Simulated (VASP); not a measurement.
# CoO (Fm-3m) in VASP: further runs

Runs on CoO. Level: LDA+U. Tasks: single point.

Program: VASP 6.6.1. These are calculated values, not measurements. Logs are shortened: lines on timing, memory, paths and dates and some standing lists are left out, and cuts for length are marked.

## Step 1: The cell of the first run

The structure is cubic, space group Fm-3m (No. 225). The conventional cell has a = 4.263 Å, b = 4.263 Å, c = 4.263 Å, α = 90.00°, β = 90.00°, γ = 90.00°. Within 2.8 Å of Co (site symmetry m-3m) lie 6 O at 2.13 Å. Within 2.8 Å of O (site symmetry m-3m) lie 6 Co at 2.13 Å.

## Step 2: Single point, LDA+U, collinear spin, ferromagnetic start

File INCAR:

```
PREC = Accurate ; ENCUT = 520
EDIFF = 1E-6 ; ISMEAR = 1
SIGMA = 0.15 ; LREAL = F
LASPH = T ; NELM = 150
ALGO = Normal ; ISIF = 2
LWAVE = F ; LCHARG = F
ISPIN = 2 ; MAGMOM = 3.2 0
LORBIT = 11 ; LMAXMIX = 4
LDAU = T ; LDAUTYPE = 2
LDAUL = 2 -1 ; LDAUU = 5 0
LDAUJ = 0 0 ; LDAUPRINT = 1
NBANDS = 18
```

File KPOINTS:

```
Automatic mesh
0
Gamma
  8 8 8
```

File POSCAR:

```
CoO
1.0
    0.0000000000      2.1315000000      2.1315000000
    2.1315000000      0.0000000000      2.1315000000
    2.1315000000      2.1315000000      0.0000000000
Co O
1 1
Direct
    0.0000000000      0.0000000000      0.0000000000
    0.5000000000      0.5000000000      0.5000000000
```

Potentials or basis: VASP PAW LDA potentials, release 64 (Co, O).

Started as:

```bash
cat potpaw_LDA.64/Co/POTCAR potpaw_LDA.64/O/POTCAR > POTCAR
mpirun -np 1 vasp_std > vasp.out
```

OUTCAR:

```text
PREC = Accurate
   ENCUT = 520
   EDIFF = 1E-6
   ISMEAR = 1
   LREAL = F
   LASPH = T
   NELM = 150
   ISIF = 2
   ISPIN = 2
   LORBIT = 11

 ion  position               nearest neighbor table
   1  0.000  0.000  0.000-   2 2.13   2 2.13   2 2.13   2 2.13   2 2.13   2 2.13
   2  0.500  0.500  0.500-   1 2.13   1 2.13   1 2.13   1 2.13   1 2.13   1 2.13

  LATTYP: Found a face centered cubic cell.
 ALAT       =     4.2630000000

  Lattice vectors:

 A1 = (   0.0000000000,   2.1315000000,   2.1315000000)
 A2 = (   2.1315000000,   0.0000000000,   2.1315000000)
 A3 = (   2.1315000000,   2.1315000000,   0.0000000000)

Analysis of symmetry for initial positions (statically):
=====================================================================
 Subroutine PRICEL returns:
 Original cell was already a primitive cell.

 Routine SETGRP: Setting up the symmetry group for a
 face centered cubic supercell.

 Subroutine GETGRP returns: Found 48 space group operations
 (whereof 48 operations were pure point group operations)
 out of a pool of 48 trial point group operations.

The static configuration has the point symmetry O_h .

Analysis of symmetry for dynamics (positions and initial velocities):
=====================================================================
 Subroutine PRICEL returns:
 Original cell was already a primitive cell.

 Routine SETGRP: Setting up the symmetry group for a
 face centered cubic supercell.

 Subroutine GETGRP returns: Found 48 space group operations
 (whereof 48 operations were pure point group operations)
 out of a pool of 48 trial point group operations.

The dynamic configuration has the point symmetry O_h .

Analysis of structural, dynamic, and magnetic symmetry:
=====================================================================
 Subroutine PRICEL returns:
 Original cell was already a primitive cell.

 Routine SETGRP: Setting up the symmetry group for a
 face centered cubic supercell.

 Subroutine GETGRP returns: Found 48 space group operations
 (whereof 48 operations were pure point group operations)
 out of a pool of 48 trial point group operations.

The overall configuration has the point symmetry O_h .

 Subroutine INISYM returns: Found 48 space group operations
 (whereof 48 operations are pure point group operations),
 and found     1 'primitive' translations

----------------------------------------------------------------------------------------

                                     Primitive cell

  volume of cell :      19.3681

  direct lattice vectors                    reciprocal lattice vectors
     0.000000000  2.131500000  2.131500000    -0.234576589  0.234576589  0.234576589
     2.131500000  0.000000000  2.131500000     0.234576589 -0.234576589  0.234576589
     2.131500000  2.131500000  0.000000000     0.234576589  0.234576589 -0.234576589

  length of vectors
     3.014396208  3.014396208  3.014396208     0.406298571  0.406298571  0.406298571

  position of ions in fractional coordinates (direct lattice)
     0.000000000  0.000000000  0.000000000
     0.500000000  0.500000000  0.500000000

  ion indices of the primitive-cell ions
   primitive index   ion index
                 1           1
                 2           2

----------------------------------------------------------------------------------------

 KPOINTS: Automatic mesh

Automatic generation of k-mesh.
 Grid dimensions read from file:
 generate k-points for:    8    8    8

 Generating k-lattice:

  Cartesian coordinates                     Fractional coordinates (reciprocal lattice)
    -0.029322074  0.029322074  0.029322074     0.125000000  0.000000000  0.000000000
     0.029322074 -0.029322074  0.029322074     0.000000000  0.125000000  0.000000000
[... 58 lines left out ...]
   EDIFF  = 0.1E-05   stopping-criterion for ELM
   LREAL  =      F    real-space projection
   EDIFFG = 0.1E-04   stopping-criterion for IOM
   NSW    =      0    number of steps for IOM
   IBRION =     -1    ionic relax: 0-MD 1-quasi-New 2-CG
   NFREE  =      0    steps in history (QN), initial steepest desc. (CG)
   ISIF   =      2    stress and relaxation
   ISYM   =      2    0-nonsym 1-usesym 2-fastsym
   POTIM  = 0.5000    time-step for ionic-motion
   TEBEG  =    0.0;   TEEND  =   0.0 temperature during run
   PSTRESS=    0.0 pullay stress
   NELECT =      15.0000    total number of electrons
   NUPDOWN=      -1.0000    fix difference up-down
   EMIN   =  10.00;   EMAX   =-10.00  energy-range for DOS
   EFERMI =   0.00;   METHOD = LEGACY
   ISMEAR =     1;   SIGMA  =   0.15  broadening in eV -4-tet -1-fermi 0-gaus
   EFERMI_NEDOS =   21; number of points for ismear=-14 and -15
   IALGO  =     38    algorithm
   IMIX   =      4    mixing-type and parameters
     AMIX     =   0.40;   BMIX     =  1.00
     AMIX_MAG =   1.60;   BMIX_MAG =  1.00
  volume/ion in A,a.u.               =       9.68        65.35
  Fermi-wavevector in a.u.,A,eV,Ry     =   1.503407  2.841027 30.752334  2.260233
  Thomas-Fermi vector in A             =   2.614521
   LORBIT       =     11    0 simple, 1 ext, 2 COOP (PROOUT), +10 PAW based schemes
 LDA+U is selected, type is set to LDAUTYPE =  2
   angular momentum for each species LDAUL =     2   -1
   U (eV)           for each species LDAUU =   5.0  0.0
   J (eV)           for each species LDAUJ =   0.0  0.0
   GGA     = CA    functional components
   LHFCALC =     F    Hartree Fock is set to
   AEXX    =    0.0000 exact exchange contribution
   IVDW    =     0    specifies the selected vdW correction
   LEPSILON=     F    determine dielectric tensor
   LRPA    =     F    only Hartree local field effects (RPA)
 spin polarized calculation
 Methfessel and Paxton  Order N= 1 SIGMA  =   0.15
  energy-cutoff  :      520.00
  volume of cell :       19.37
 maximum number of plane-waves:       544
 NGX is ok and might be reduce to    24
   NGX = 11   NGY = 11   NGZ = 11

atom =   1  type =  1  l = 2

 onsite density matrix

spin component  1

  0.9721 -0.0000  0.0000 -0.0000 -0.0000
 -0.0000  0.9721  0.0000  0.0000 -0.0000
  0.0000  0.0000  1.0196  0.0000  0.0000
 -0.0000  0.0000  0.0000  0.9721  0.0000
 -0.0000 -0.0000  0.0000  0.0000  1.0196

spin component  2

  0.6604 -0.0000  0.0000 -0.0000  0.0000
 -0.0000  0.6604 -0.0000 -0.0000 -0.0000
  0.0000 -0.0000  0.1314 -0.0000  0.0000
 -0.0000 -0.0000 -0.0000  0.6604  0.0000
  0.0000 -0.0000  0.0000  0.0000  0.1314

 occupancies and eigenvectors

  o =  0.1314  v =  0.0000  0.0000  0.0000  0.0000  0.0000  0.0000 -0.0000  0.0115 -0.0000 -0.9999      0.0000  0.0000  0.0000  0.0000  0.0000  0.0000  0.0000  0.0000  0.0000  0.0000
  o =  0.1314  v =  0.0000  0.0000  0.0000  0.0000  0.0000  0.0000 -0.0000  0.9999 -0.0000  0.0115      0.0000  0.0000  0.0000  0.0000  0.0000  0.0000  0.0000  0.0000  0.0000  0.0000
  o =  0.6604  v =  0.0000  0.0000  0.0000  0.0000  0.0000  1.0000  0.0000  0.0000  0.0000  0.0000      0.0000  0.0000  0.0000  0.0000  0.0000  0.0000  0.0000  0.0000  0.0000  0.0000
  o =  0.6604  v =  0.0000  0.0000  0.0000  0.0000  0.0000  0.0000  0.4796 -0.0000 -0.8775  0.0000      0.0000  0.0000  0.0000  0.0000  0.0000  0.0000  0.0000  0.0000  0.0000  0.0000
  o =  0.6604  v =  0.0000  0.0000  0.0000  0.0000  0.0000  0.0000  0.8775  0.0000  0.4796  0.0000      0.0000  0.0000  0.0000  0.0000  0.0000  0.0000  0.0000  0.0000  0.0000  0.0000
  o =  0.9721  v =  1.0000  0.0000  0.0000  0.0000  0.0000  0.0000  0.0000  0.0000  0.0000  0.0000      0.0000  0.0000  0.0000  0.0000  0.0000  0.0000  0.0000  0.0000  0.0000  0.0000
  o =  0.9721  v =  0.0000 -0.6020  0.0000  0.7985 -0.0000  0.0000  0.0000  0.0000  0.0000  0.0000      0.0000  0.0000  0.0000  0.0000  0.0000  0.0000  0.0000  0.0000  0.0000  0.0000
  o =  0.9721  v =  0.0000 -0.7985  0.0000 -0.6020  0.0000  0.0000  0.0000  0.0000  0.0000  0.0000      0.0000  0.0000  0.0000  0.0000  0.0000  0.0000  0.0000  0.0000  0.0000  0.0000
  o =  1.0196  v =  0.0000 -0.0000 -1.0000 -0.0000  0.0002  0.0000  0.0000  0.0000  0.0000  0.0000      0.0000  0.0000  0.0000  0.0000  0.0000  0.0000  0.0000  0.0000  0.0000  0.0000
  o =  1.0196  v =  0.0000  0.0000 -0.0002 -0.0000 -1.0000  0.0000  0.0000  0.0000  0.0000  0.0000      0.0000  0.0000  0.0000  0.0000  0.0000  0.0000  0.0000  0.0000  0.0000  0.0000

 number of electron      15.0000007 magnetization       3.0007973

 Free energy of the ion-electron system (eV)
  ---------------------------------------------------
  ext. energy  EPLUGINS =         0.00000000
  ---------------------------------------------------
  free energy    TOTEN  =       -11.96949917 eV

  energy without entropy =      -11.96230101  energy(sigma->0) =      -11.96709979

 E-fermi :   6.8005     XC(G=0): -12.8566

 val. band max:        6.7989022981   @ k =  -0.2500   0.2500   0.0000
 cond. band min:       6.8046699676   @ k =   0.5000   0.2500   0.1250
 fundamental gap:      0.0057676694
 Fermi energy:         6.8005059139

 spin component 1

 k-point     1 :       0.0000    0.0000    0.0000
  band No.  band energies     occupation
      1     -12.1915      1.00000
      2       1.6980      1.00000
      3       1.6980      1.00000
      4       2.1291      1.00000
      5       2.1291      1.00000
      6       2.1291      1.00000
[... 1001 lines left out ...]
     17      35.7606      0.00000
     18      37.4605      0.00000

 [... further k-points ...]
[... 5 lines left out ...]
  --------------------------------------------------------------------------------------
  -------------------------------------------------------------------------------------
  Total       -2.3825110     -2.3825110     -2.3825110      0.0000000     -0.0000000      0.0000000
  in kB     -197.0876867   -197.0876867   -197.0876867      0.0000000     -0.0000000      0.0000000
  external PRESSURE =    -197.0876867 kB  Pullay stress =       0.0000000 kB

 VOLUME and BASIS-vectors are now :
 -----------------------------------------------------------------------------
  energy-cutoff  :      520.00
  volume of cell :       19.37
      direct lattice vectors                 reciprocal lattice vectors
     0.000000000  2.131500000  2.131500000    -0.234576589  0.234576589  0.234576589
     2.131500000  0.000000000  2.131500000     0.234576589 -0.234576589  0.234576589
     2.131500000  2.131500000  0.000000000     0.234576589  0.234576589 -0.234576589

 POSITION                                       TOTAL-FORCE (eV/Angst)
 -----------------------------------------------------------------------------------
      0.00000      0.00000      0.00000         0.000000      0.000000      0.000000
      2.13150      2.13150      2.13150         0.000000      0.000000      0.000000
 -----------------------------------------------------------------------------------
    total drift:                                0.000000     -0.000000     -0.000000

  FREE ENERGIE OF THE ION-ELECTRON SYSTEM (eV)
  ---------------------------------------------------
  free  energy   TOTEN  =       -11.9694991719 eV

  energy  without entropy=      -11.9623010146  energy(sigma->0) =      -11.96709979

 total charge

# of ion       s       p       d       tot
------------------------------------------
    1        0.302   0.367   7.173   7.842
    2        1.539   3.421   0.000   4.960
--------------------------------------------------
tot          1.840   3.789   7.173  12.802

 magnetization (x)

# of ion       s       p       d       tot
------------------------------------------
    1        0.019   0.018   2.710   2.747
    2        0.021   0.228   0.000   0.249
--------------------------------------------------
tot          0.040   0.245   2.710   2.995
```

Wall time 9.7 s (1 thread of Intel Xeon 6975P-C (Granite Rapids), shared host); peak memory 0.14 GiB.

Results:

```yaml
Free_energy: -11.9695 eV
Pressure: -19.7 GPa
Band_gap_on_the_k_mesh: zero (filled and empty bands overlap)
Net_moment: 3.00 μB per cell
Site_moments: Co +2.75; O +0.25 μB
Valence_electrons_inside_the_program's_atomic_spheres: Co 7.84; O 4.96
```

Eigenvalues of the final occupation matrices:
| site | spin | trace | eigenvalues |
| --- | --- | --- | --- |
| site 1 d | 1 | 4.96 | 0.97 0.97 0.97 1.02 1.02 |
| site 1 d | 2 | 2.24 | 0.13 0.13 0.66 0.66 0.66 |

Caveat: a cell with one magnetic atom can't hold antiferromagnetic order, which such compounds often take.

## Step 3: Single point, LDA+U, collinear spin, ferromagnetic start

File INCAR:

```
SYSTEM = CoO
PREC = Accurate ; ENCUT = 520
EDIFF = 1E-6 ; ISMEAR = 1
SIGMA = 0.15 ; LREAL = .FALSE.
LASPH = .TRUE. ; NELM = 150
ALGO = Normal ; ISIF = 2
LWAVE = .FALSE. ; LCHARG = .TRUE.
ISPIN = 2 ; MAGMOM = 3.2 0
LORBIT = 11 ; LMAXMIX = 4
LDAU = .TRUE. ; LDAUTYPE = 2
LDAUL = 2 -1 ; LDAUU = 7 0
LDAUJ = 0 0 ; LDAUPRINT = 1
LELF = .TRUE. ; LVHAR = .TRUE.
NBANDS = 18
```

File KPOINTS:

```
Automatic mesh
0
G
  8 8 8
  0 0 0
```

POSCAR is that of step 2.

Potentials or basis: VASP PAW LDA potentials, release 64 (Co, O).

Started as:

```bash
cat potpaw_LDA.64/Co/POTCAR potpaw_LDA.64/O/POTCAR > POTCAR
mpirun -np 1 vasp_std > vasp.out
```

OUTCAR:

```text
SYSTEM = CoO
   PREC = Accurate
   ENCUT = 520
   EDIFF = 1E-6
   ISMEAR = 1
   LREAL = .FALSE.
   LASPH = .TRUE.
   NELM = 150
   ISIF = 2
   ISPIN = 2
   LORBIT = 11

 ion  position               nearest neighbor table
   1  0.000  0.000  0.000-   2 2.13   2 2.13   2 2.13   2 2.13   2 2.13   2 2.13
   2  0.500  0.500  0.500-   1 2.13   1 2.13   1 2.13   1 2.13   1 2.13   1 2.13

  LATTYP: Found a face centered cubic cell.
 ALAT       =     4.2630000000

  Lattice vectors:

 A1 = (   0.0000000000,   2.1315000000,   2.1315000000)
 A2 = (   2.1315000000,   0.0000000000,   2.1315000000)
 A3 = (   2.1315000000,   2.1315000000,   0.0000000000)

Analysis of symmetry for initial positions (statically):
=====================================================================
 Subroutine PRICEL returns:
 Original cell was already a primitive cell.

 Routine SETGRP: Setting up the symmetry group for a
 face centered cubic supercell.

 Subroutine GETGRP returns: Found 48 space group operations
 (whereof 48 operations were pure point group operations)
 out of a pool of 48 trial point group operations.

[... 223 lines left out ...]
 k-point     1 :       0.0000    0.0000    0.0000
  band No.  band energies     occupation
      1     -12.1778      1.00000
      2       0.5895      1.00000
      3       0.5895      1.00000
      4       1.1907      1.00000
      5       1.1907      1.00000
      6       1.1907      1.00000
[... 1001 lines left out ...]
     17      35.7724      0.00000
     18      37.5640      0.00000

 [... further k-points ...]
[... 5 lines left out ...]
  --------------------------------------------------------------------------------------
  -------------------------------------------------------------------------------------
  Total       -2.3979030     -2.3979030     -2.3979030      0.0000000     -0.0000000      0.0000000
  in kB     -198.3609554   -198.3609554   -198.3609554      0.0000000     -0.0000000      0.0000000
  external PRESSURE =    -198.3609554 kB  Pullay stress =       0.0000000 kB

 VOLUME and BASIS-vectors are now :
 -----------------------------------------------------------------------------
  energy-cutoff  :      520.00
  volume of cell :       19.37
      direct lattice vectors                 reciprocal lattice vectors
     0.000000000  2.131500000  2.131500000    -0.234576589  0.234576589  0.234576589
     2.131500000  0.000000000  2.131500000     0.234576589 -0.234576589  0.234576589
     2.131500000  2.131500000  0.000000000     0.234576589  0.234576589 -0.234576589

 POSITION                                       TOTAL-FORCE (eV/Angst)
 -----------------------------------------------------------------------------------
      0.00000      0.00000      0.00000        -0.000000      0.000000      0.000000
      2.13150      2.13150      2.13150         0.000000     -0.000000     -0.000000
 -----------------------------------------------------------------------------------
    total drift:                                0.000000     -0.000000     -0.000000

  FREE ENERGIE OF THE ION-ELECTRON SYSTEM (eV)
  ---------------------------------------------------
  free  energy   TOTEN  =       -11.0734786232 eV

  energy  without entropy=      -11.0648326375  energy(sigma->0) =      -11.07059663

 total charge

# of ion       s       p       d       tot
------------------------------------------
    1        0.301   0.367   7.204   7.872
    2        1.538   3.424   0.000   4.962
--------------------------------------------------
tot          1.839   3.791   7.204  12.834

 magnetization (x)

# of ion       s       p       d       tot
------------------------------------------
    1        0.019   0.018   2.758   2.795
    2        0.017   0.207   0.000   0.224
--------------------------------------------------
tot          0.036   0.224   2.758   3.018
```

Wall time 9.1 s (1 thread of Intel Xeon 6975P-C (Granite Rapids), shared host); peak memory 0.14 GiB.

Results:

- Free energy: -11.0735 eV
- Pressure: -19.8 GPa
- Band gap on the k mesh: zero (filled and empty bands overlap)
- Net moment: 3.00 μB per cell
- Site moments: Co +2.79; O +0.22 μB
- Valence electrons inside the program's atomic spheres: Co 7.87; O 4.96

Eigenvalues of the final occupation matrices:
```csv
site,spin,trace,eigenvalues
site 1 d,1,5.00,0.98 0.98 0.98 1.03 1.03
site 1 d,2,2.23,0.11 0.11 0.67 0.67 0.67
```

Caveat: a cell with one magnetic atom can't hold antiferromagnetic order, which such compounds often take. The state reached can hang on the start; a lower one may exist.
